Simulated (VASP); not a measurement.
# BaTe (P6_3mc) in VASP: notebook, part 2 of 2

VASP 6.6.1. Earlier steps stand in the parts before.

### Step 3. Electric field gradients, PBE

The input, INCAR:

```
PREC = Accurate ; ENCUT = 520
EDIFF = 1E-8 ; ISMEAR = -1
SIGMA = 0.08 ; LREAL = False
LASPH = True ; NELM = 80
ALGO = Normal ; ISIF = 2
LWAVE = False ; LCHARG = False
GGA = PE ; LEFG = True
NBANDS = 24
```

The input, KPOINTS:

```
regular mesh
0
Gamma
  8 8 5
```

The input, POSCAR:

```
BaTe
1.0
    5.9794057674      0.0000000000      0.0000000000
   -2.9897028837      5.1783172940      0.0000000000
    0.0000000000      0.0000000000      7.0000356465
Ba Te
2 2
Direct
    0.3333333333      0.6666666667     -0.0619137239
    0.6666666667      0.3333333333      0.4380862761
    0.3333333333      0.6666666667      0.4379137239
    0.6666666667      0.3333333333      0.9379137239
```

Potentials or basis: VASP PAW PBE potentials, release 64 (Ba_sv, Te).

Started as:

```sh
$ cat potpaw_PBE.64/Ba_sv/POTCAR potpaw_PBE.64/Te/POTCAR > POTCAR
$ mpirun -np 1 vasp_std > vasp.out
```

OUTCAR:

```text
PREC = Accurate
   ENCUT = 520
   EDIFF = 1E-8
   ISMEAR = -1
   LREAL = False
   LASPH = True
   NELM = 80
   ISIF = 2
   GGA = PE

 ion  position               nearest neighbor table
   1  0.333  0.667  0.938-   4 3.45   4 3.45   4 3.45   3 3.50   3 3.50
   2  0.667  0.333  0.438-   3 3.45   3 3.45   3 3.45   4 3.50   4 3.50
   3  0.333  0.667  0.438-   2 3.45   2 3.45   2 3.45   1 3.50   1 3.50
   4  0.667  0.333  0.938-   1 3.45   1 3.45   1 3.45   2 3.50   2 3.50

  LATTYP: Found a hexagonal cell.
 ALAT       =     5.9794057674
 C/A-ratio  =     1.1706908544

  Lattice vectors:

 A1 = (   5.9794057674,   0.0000000000,   0.0000000000)
 A2 = (  -2.9897028837,   5.1783172940,   0.0000000000)
 A3 = (   0.0000000000,   0.0000000000,   7.0000356465)

Analysis of symmetry for initial positions (statically):
=====================================================================
 Subroutine PRICEL returns:
 Original cell was already a primitive cell.

 Routine SETGRP: Setting up the symmetry group for a
 hexagonal supercell.

 Subroutine GETGRP returns: Found 12 space group operations
 (whereof  6 operations were pure point group operations)
 out of a pool of 24 trial point group operations.

The static configuration has the point symmetry C_3v.
 The point group associated with its full space group is C_6v.

Analysis of symmetry for dynamics (positions and initial velocities):
=====================================================================
 Subroutine PRICEL returns:
 Original cell was already a primitive cell.

[... 818 lines left out ...]

  FORCE on cell =-STRESS in cart. coord.  units (eV):
  Direction    XX          YY          ZZ          XY          YZ          ZX
  --------------------------------------------------------------------------------------
  -------------------------------------------------------------------------------------
  Total        0.2114862      0.2114862      0.3793789      0.0000000      0.0000000      0.0000000
  in kB        1.5633118      1.5633118      2.8043796      0.0000000      0.0000000      0.0000000
  external PRESSURE =       1.9770011 kB  Pullay stress =       0.0000000 kB

 VOLUME and BASIS-vectors are now :
 -----------------------------------------------------------------------------
  energy-cutoff  :      520.00
  volume of cell :      216.74
      direct lattice vectors                 reciprocal lattice vectors
     5.979405767  0.000000000  0.000000000     0.167240699  0.096556463  0.000000000
    -2.989702884  5.178317294  0.000000000     0.000000000  0.193112925  0.000000000
     0.000000000  0.000000000  7.000035646     0.000000000  0.000000000  0.142856415

 POSITION                                       TOTAL-FORCE (eV/Angst)
 -----------------------------------------------------------------------------------
     -0.00000      3.45221      6.56664         0.000000      0.000000     -0.002717
      2.98970      1.72611      3.06662        -0.000000     -0.000000     -0.002717
     -0.00000      3.45221      3.06541        -0.000000      0.000000      0.002717
      2.98970      1.72611      6.56543         0.000000     -0.000000      0.002717
 -----------------------------------------------------------------------------------
    total drift:                               -0.000000      0.000000     -0.000094

  FREE ENERGIE OF THE ION-ELECTRON SYSTEM (eV)
  ---------------------------------------------------
  free  energy   TOTEN  =       -16.7784557862 eV

  energy  without entropy=      -16.7784552034  energy(sigma->0) =      -16.77845549

 Electric field gradients (V/A^2)
---------------------------------------------------------------------
 ion       V_xx      V_yy      V_zz      V_xy      V_xz      V_yz
---------------------------------------------------------------------
   1      21.114    21.113   -42.227    -0.000     0.000    -0.000
   2      21.114    21.113   -42.227    -0.000    -0.000     0.000
   3       3.267     3.267    -6.534    -0.000     0.000    -0.000
   4       3.267     3.267    -6.534    -0.000    -0.000     0.000
---------------------------------------------------------------------

 Electric field gradients after diagonalization (V/A^2)
 (convention: |V_zz| > |V_xx| > |V_yy|)
----------------------------------------------------------------------
 ion       V_xx      V_yy      V_zz     asymmetry (V_yy - V_xx)/ V_zz
----------------------------------------------------------------------
   1      21.114    21.113   -42.227       0.000
   2      21.114    21.113   -42.227       0.000
   3       3.267     3.267    -6.534       0.000
   4       3.267     3.267    -6.534       0.000
----------------------------------------------------------------------

           NMR quadrupolar parameters

 Cq : quadrupolar parameter    Cq=e*Q*V_zz/h
 eta: asymmetry parameters     (V_yy - V_xx)/ V_zz
 Q  : nuclear electric quadrupole moment in mb (millibarn)
----------------------------------------------------------------------
 ion       Cq(MHz)       eta       Q (mb)
----------------------------------------------------------------------
   1      -0.102       0.000       1.000
   2      -0.102       0.000       1.000
   3      -0.016       0.000       1.000
   4      -0.016       0.000       1.000
----------------------------------------------------------------------
```

OSZICAR:

```text
N       E                     dE             d eps       ncg     rms          rms(c)
DAV:   1     0.226707226114E+03    0.22671E+03   -0.12043E+04  1440   0.107E+03
DAV:   2     0.447374196592E+01   -0.22223E+03   -0.21126E+03  1912   0.205E+02
[... 12 lines left out ...]
DAV:  15    -0.167784558296E+02   -0.69557E-06   -0.12626E-06  1800   0.433E-03    0.647E-04
DAV:  16    -0.167784556194E+02    0.21012E-06   -0.77449E-08  1848   0.105E-03    0.954E-04
DAV:  17    -0.167784557331E+02   -0.11363E-06   -0.14532E-08  1608   0.522E-04    0.303E-04
DAV:  18    -0.167784557753E+02   -0.42220E-07   -0.10434E-09  1408   0.144E-04    0.104E-04
DAV:  19    -0.167784557865E+02   -0.11250E-07   -0.26576E-10  1368   0.913E-05    0.313E-05
DAV:  20    -0.167784557862E+02    0.38813E-09   -0.80690E-11  1368   0.471E-05
   1 F= -.16778456E+02 E0= -.16778455E+02  d E =-.582767E-06
```

stdout:

```text
POSCAR found type information on POSCAR BaTe
 POSCAR found :  2 types and       4 ions
 scaLAPACK will be used
 LDA part: xc-table for (Slater+PW92), standard interpolation
 POSCAR, INCAR and KPOINTS ok, starting setup
 FFT: planning ... GRIDC
 FFT: planning ... GRID_SOFT
 FFT: planning ... GRID
 WAVECAR not read
 entering main loop
ion   1

ion   2

ion   3

ion   4
```

Run time: 6.6 min. Hardware: 1 thread of Intel Xeon 8259CL, shared host; peak memory 0.43 GiB.

Results:

* Free energy: -16.7785 eV
* Pressure: 0.2 GPa
* Band gap on the k mesh: 1.93 eV (least direct gap 2.23 eV)
* Largest electric field gradient by atom: Ba -42.2; Te -6.5 V/Å²

Forces on the atoms (eV/Å):
```
Ba   0.000  0.000 -0.003
Ba   0.000  0.000 -0.003
Te   0.000  0.000  0.003
Te   0.000  0.000  0.003
```

Stress tensor (GPa, compression positive):
```
0.16 0.00 0.00
0.00 0.16 0.00
0.00 0.00 0.28
```

Levels at points of the mesh, in eV from the valence-band top:
```
           k point  band 13  band 14  band 15  band 16  band 17  band 18  band 19  band 20
(0.00, 0.00, 0.00)    -0.94    -0.93    -0.93     0.00     2.31     2.73     2.73     3.60
(0.50, 0.00, 0.00)    -0.84    -0.75    -0.53    -0.39     2.31     2.74     2.90     3.80
```

Electric field gradients, principal values (V/Å²):
| atom | least | middle | greatest (by size) |
| --- | --- | --- | --- |
| 1 Ba | 21.113 | 21.114 | -42.227 |
| 2 Ba | 21.113 | 21.114 | -42.227 |
| 3 Te | 3.267 | 3.267 | -6.534 |
| 4 Te | 3.267 | 3.267 | -6.534 |

Caveat: without QUAD_EFG the Cq values of the log hold for a quadrupole moment of 1 mb, not for the nuclei; spin-orbit coupling is left out, which moves the levels of the heavy elements. A k mesh can miss the band edges.

### Step 4. Single point, PBE

POSCAR is that of step 3.

The input, INCAR.step1:

```
ALGO = Normal ; EDIFF = 1E-7
ENCUT = 520 ; GGA = PE
ISIF = 2 ; ISMEAR = -1
LASPH = True ; LCHARG = True
LREAL = False ; LWAVE = False
NBANDS = 24 ; NELM = 100
PREC = Accurate ; SIGMA = 0.08
```

The input, KPOINTS.step1:

```
k-points
0
Gamma
  8 8 5
```

The input, INCAR.step2:

```
ALGO = Normal ; EDIFF = 1E-7
ENCUT = 520 ; GGA = PE
ICHARG = 11 ; ISIF = 2
ISMEAR = -5 ; LASPH = True
LCHARG = False ; LORBIT = 11
LREAL = False ; LWAVE = False
NBANDS = 24 ; NEDOS = 2001
NELM = 100 ; PREC = Accurate
SIGMA = 0.08
```

The input, KPOINTS.step2:

```
k-points
0
Gamma
  12 12 8
```

Potentials or basis: VASP PAW PBE potentials, release 64 (Ba_sv, Te).

Started as:

```sh
$ cat potpaw_PBE.64/Ba_sv/POTCAR potpaw_PBE.64/Te/POTCAR > POTCAR
$ cp INCAR.step1 INCAR
$ cp KPOINTS.step1 KPOINTS
$ mpirun -np 1 vasp_std > vasp.out
$ cp INCAR.step2 INCAR
$ cp KPOINTS.step2 KPOINTS
$ mpirun -np 1 vasp_std > vasp.out
```

OUTCAR:

```text
EDIFF = 1E-7
   ENCUT = 520
   GGA = PE
   ICHARG = 11
   ISIF = 2
   ISMEAR = -5
   LASPH = True
   LORBIT = 11
   LREAL = False
   NELM = 100
   PREC = Accurate

 ion  position               nearest neighbor table
   1  0.333  0.667  0.938-   4 3.45   4 3.45   4 3.45   3 3.50   3 3.50
   2  0.667  0.333  0.438-   3 3.45   3 3.45   3 3.45   4 3.50   4 3.50
   3  0.333  0.667  0.438-   2 3.45   2 3.45   2 3.45   1 3.50   1 3.50
   4  0.667  0.333  0.938-   1 3.45   1 3.45   1 3.45   2 3.50   2 3.50

  LATTYP: Found a hexagonal cell.
 ALAT       =     5.9794057674
 C/A-ratio  =     1.1706908544

  Lattice vectors:

 A1 = (   5.9794057674,   0.0000000000,   0.0000000000)
 A2 = (  -2.9897028837,   5.1783172940,   0.0000000000)
 A3 = (   0.0000000000,   0.0000000000,   7.0000356465)

Analysis of symmetry for initial positions (statically):
=====================================================================
 Subroutine PRICEL returns:
 Original cell was already a primitive cell.

 Routine SETGRP: Setting up the symmetry group for a
 hexagonal supercell.

 Subroutine GETGRP returns: Found 12 space group operations
 (whereof  6 operations were pure point group operations)
 out of a pool of 24 trial point group operations.

The static configuration has the point symmetry C_3v.
 The point group associated with its full space group is C_6v.

Analysis of symmetry for dynamics (positions and initial velocities):
=====================================================================
 Subroutine PRICEL returns:
 Original cell was already a primitive cell.

 Routine SETGRP: Setting up the symmetry group for a
 hexagonal supercell.

 Subroutine GETGRP returns: Found 12 space group operations
 (whereof  6 operations were pure point group operations)
 out of a pool of 24 trial point group operations.

The dynamic configuration has the point symmetry C_3v.
 The point group associated with its full space group is C_6v.
[... 131 lines left out ...]
   LHFCALC =     F    Hartree Fock is set to
   AEXX    =    0.0000 exact exchange contribution
   IVDW    =     0    specifies the selected vdW correction
   LEPSILON=     F    determine dielectric tensor
   LRPA    =     F    only Hartree local field effects (RPA)
 non-spin polarized calculation
 Fermi weights with tetrahedron method with Bloechl corrections
  energy-cutoff  :      520.00
  volume of cell :      216.74
 maximum number of plane-waves:      5894
 NGX is ok and might be reduce to    48

 number of electron      32.0000000 magnetization

 Free energy of the ion-electron system (eV)
  ---------------------------------------------------
  ext. energy  EPLUGINS =         0.00000000
  ---------------------------------------------------
  free energy    TOTEN  =       -16.77830761 eV

  energy without entropy =      -16.77830761  energy(sigma->0) =      -16.77830761

 E-fermi :   1.0234     XC(G=0):  -7.0727

 val. band max:        1.0102030013   @ k =   0.0000   0.0000   0.0000
 cond. band min:       2.8985212168   @ k =   0.3333   0.3333   0.0000
 fundamental gap:      1.8883182155
 Fermi energy:         1.0234107590

 k-point     1 :       0.0000    0.0000    0.0000
  band No.  band energies     occupation
      1     -26.2624      2.00000
      2     -26.2482      2.00000
      3     -11.5548      2.00000
      4     -11.5143      2.00000
      5     -11.5143      2.00000
      6     -11.4492      2.00000
[... 637 lines left out ...]
     23       5.3670      0.00000
     24       5.7134      0.00000

 [... further k-points ...]

------------------------ aborting loop because EDIFF is reached ----------------------------------------

  FORCE on cell =-STRESS in cart. coord.  units (eV):
  Direction    XX          YY          ZZ          XY          YZ          ZX
  --------------------------------------------------------------------------------------
  -------------------------------------------------------------------------------------
  Total        0.2121077      0.2121077      0.3769356      0.0000000     -0.0000000     -0.0000000
  in kB        1.5679063      1.5679063      2.7863186      0.0000000     -0.0000000     -0.0000000
  external PRESSURE =       1.9740437 kB  Pullay stress =       0.0000000 kB

 VOLUME and BASIS-vectors are now :
 -----------------------------------------------------------------------------
  energy-cutoff  :      520.00
  volume of cell :      216.74
      direct lattice vectors                 reciprocal lattice vectors
     5.979405767  0.000000000  0.000000000     0.167240699  0.096556463  0.000000000
    -2.989702884  5.178317294  0.000000000     0.000000000  0.193112925  0.000000000
     0.000000000  0.000000000  7.000035646     0.000000000  0.000000000  0.142856415

 POSITION                                       TOTAL-FORCE (eV/Angst)
 -----------------------------------------------------------------------------------
     -0.00000      3.45221      6.56664        -0.000000     -0.000000     -0.002716
      2.98970      1.72611      3.06662         0.000000     -0.000000     -0.002716
     -0.00000      3.45221      3.06541         0.000000      0.000000      0.002716
      2.98970      1.72611      6.56543        -0.000000      0.000000      0.002716
 -----------------------------------------------------------------------------------
    total drift:                               -0.000000      0.000000     -0.000021

  FREE ENERGIE OF THE ION-ELECTRON SYSTEM (eV)
  ---------------------------------------------------
  free  energy   TOTEN  =       -16.7783076113 eV

  energy  without entropy=      -16.7783076113  energy(sigma->0) =      -16.77830761

 total charge

# of ion       s       p       d       tot
------------------------------------------
    1        2.011   5.603   0.264   7.878
    2        2.011   5.603   0.264   7.878
    3        1.340   2.123   0.002   3.466
    4        1.340   2.123   0.002   3.466
--------------------------------------------------
tot          6.701  15.453   0.533  22.688
```

OSZICAR.step1:

```text
N       E                     dE             d eps       ncg     rms          rms(c)
DAV:   1     0.226707226114E+03    0.22671E+03   -0.12043E+04  1440   0.107E+03
DAV:   2     0.447374196592E+01   -0.22223E+03   -0.21126E+03  1912   0.205E+02
DAV:   3    -0.162286460061E+02   -0.20702E+02   -0.20592E+02  2040   0.700E+01
DAV:   4    -0.173297304706E+02   -0.11011E+01   -0.11001E+01  2368   0.134E+01
DAV:   5    -0.173463620879E+02   -0.16632E-01   -0.16630E-01  1792   0.186E+00    0.515E+00
DAV:   6    -0.168295862468E+02    0.51678E+00   -0.79481E-01  2048   0.288E+00    0.350E+00
DAV:   7    -0.167496264058E+02    0.79960E-01   -0.60904E-01  1872   0.276E+00    0.129E+00
DAV:   8    -0.167670566187E+02   -0.17430E-01   -0.77471E-02  1816   0.123E+00    0.306E-01
DAV:   9    -0.167730791445E+02   -0.60225E-02   -0.11764E-02  1888   0.468E-01    0.185E-01
DAV:  10    -0.167759851586E+02   -0.29060E-02   -0.15078E-03  1872   0.152E-01    0.619E-02
DAV:  11    -0.167782725225E+02   -0.22874E-02   -0.29978E-03  1600   0.199E-01    0.416E-02
DAV:  12    -0.167784295399E+02   -0.15702E-03   -0.22365E-04  1904   0.580E-02    0.110E-02
DAV:  13    -0.167784522553E+02   -0.22715E-04   -0.45536E-05  1736   0.252E-02    0.959E-03
DAV:  14    -0.167784551340E+02   -0.28787E-05   -0.58443E-06  1920   0.950E-03    0.145E-03
DAV:  15    -0.167784558292E+02   -0.69518E-06   -0.12590E-06  1560   0.433E-03    0.652E-04
DAV:  16    -0.167784556190E+02    0.21020E-06   -0.66414E-08  1520   0.117E-03    0.976E-04
DAV:  17    -0.167784557412E+02   -0.12222E-06   -0.24615E-08  1368   0.725E-04    0.242E-04
DAV:  18    -0.167784557732E+02   -0.32047E-07   -0.55466E-09  1376   0.321E-04
   1 F= -.16778456E+02 E0= -.16778455E+02  d E =-.582774E-06
```

Run time: 15 min. Hardware: 1 thread of Intel Xeon 8259CL, shared host; peak memory 0.64 GiB.

Results:

```
Valence electrons inside the program's atomic spheres : Ba 7.88; Te 3.47
```

Caveat: spin-orbit coupling is left out, which moves the levels of the heavy elements.
